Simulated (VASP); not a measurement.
A run of VASP 6.6.1 is set up as follows.

File POSCAR:

```
Ta
1.0
    2.7001201259      0.0000000000      0.0000000000
    0.0000000000      2.7001201259      0.0000000000
    0.0000000000      0.0000000000      2.7001201259
Ta
1
Direct
    0.0000000000      0.0000000000      0.0000000000
```

The input INCAR.step1:

```
PREC     = Accurate       # precision mode
ENCUT    = 520            # plane-wave cutoff, eV
ISMEAR   = -1             # smearing method
SIGMA    = 0.1            # smearing width, eV
LREAL    = False          # projectors in reciprocal space
LASPH    = True           # aspherical terms in the spheres
NELM     = 60             # most SCF steps
NBANDS   = 12             # bands
GGA      = PE             # functional
ALGO     = Normal         # electronic algorithm
EDIFF    = 1E-4           # SCF threshold, eV
LWAVE    = True           # write WAVECAR
LCHARG   = False          # write CHGCAR
```

File INCAR.step2:

```
PREC     = Accurate       # precision mode
ENCUT    = 520            # plane-wave cutoff, eV
EDIFF    = 1E-7           # SCF threshold, eV
ISMEAR   = -1             # smearing method
SIGMA    = 0.1            # smearing width, eV
LREAL    = False          # projectors in reciprocal space
LASPH    = True           # aspherical terms in the spheres
NELM     = 60             # most SCF steps
ALGO     = Normal         # electronic algorithm
ISIF     = 2              # what is computed and relaxed
LWAVE    = False          # write WAVECAR
LCHARG   = False          # write CHGCAR
METAGGA  = R2SCAN         # meta-GGA
LMIXTAU  = True         
NBANDS   = 12             # bands
ISTART   = 1
```

Contents of KPOINTS:

```
Automatic mesh
0
Gamma
  8 8 8
```

Potentials or basis: VASP PAW PBE potentials, release 64 (Ta_pv).

Launch:

```sh
$ cat potpaw_PBE.64/Ta_pv/POTCAR > POTCAR
$ cp INCAR.step1 INCAR
$ mpirun -np 1 vasp_std > vasp.out
$ cp INCAR.step2 INCAR
$ mpirun -np 1 vasp_std > vasp.out
```

Question: What does it give for the pressure?

Answer: 3.0 GPa.

Caveat: the PAW data sets were made with another functional, which shifts forces and pressure a little.
